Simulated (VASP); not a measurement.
Wanted: the native input for a VASP 6.6.1 run.

* Task: single point
* Functional: PBEsol
* Dispersion: D4
* Potentials or basis: VASP PAW PBE potentials, release 64 (Co, O)
* Cutoff: 520 eV
* k mesh: 11 × 11 × 11
* Occupations: fermi-dirac, width 0.05 eV
* Spin: collinear spin, ferromagnetic start
* Starting moments: [2.0, 0.0] μB
* Dipole correction: no
* Further INCAR settings: ALGO = Normal; EDIFF = 1e-06; NBANDS = 18

The structure of CoO lies in POSCAR:

```
CoO
1.0
    0.0000000000      2.1733047310      2.1733047310
    2.1733047310      0.0000000000      2.1733047310
    2.1733047310      2.1733047310      0.0000000000
Co O
1 1
Direct
    0.0000000000      0.0000000000      0.0000000000
    0.5000000000      0.5000000000      0.5000000000
```

These files were run (other wordings do the same):

INCAR

```
SYSTEM = CoO
  ALGO = Normal
  EDIFF = 1E-6
  ENCUT = 520
  GGA = PS
  ISIF = 2
  ISMEAR = -1
  ISPIN = 2
  IVDW = 13
  LASPH = .True.
  LCHARG = .False.
  LMAXMIX = 4
  LORBIT = 11
  LREAL = .False.
  LWAVE = .False.
  MAGMOM = 2 0
  NBANDS = 18
  NELM = 150
  PREC = Accurate
  SIGMA = 0.05
```

KPOINTS

```
k-points
0
Gamma
  11 11 11
  0 0 0
```

Potentials or basis: VASP PAW PBE potentials, release 64 (Co, O).

Run with:

```sh
$ cat potpaw_PBE.64/Co/POTCAR potpaw_PBE.64/O/POTCAR > POTCAR
$ mpirun -np 1 vasp_std > vasp.out
```

Results of the run:

| Property | Result |
| --- | --- |
| Pressure | -20.7 GPa |
| Band gap on the k mesh | zero (filled and empty bands overlap) |
| Net moment | 2.99 μB per cell |
| Site moments | Co +2.61; O +0.33 μB |
| Valence electrons inside the program's atomic spheres | Co 7.71; O 4.92 |
| Dispersion energy per atom | -0.151 eV |

Caveat: the PAW data sets were made with another functional, which shifts forces and pressure a little; a cell with one magnetic atom can't hold antiferromagnetic order, which such compounds often take; semilocal functionals often make such compounds metallic where correlation or magnetic order opens a gap, which also shifts bond lengths; pairwise dispersion overbinds metals, which lowers pressure and volume.

Wall time 30 s on 1 thread of Intel(R) Xeon(R) Platinum 8259CL CPU @ 2.50GHz (Skylake/Cascade Lake) (shared host), peak memory 0.17 GiB.
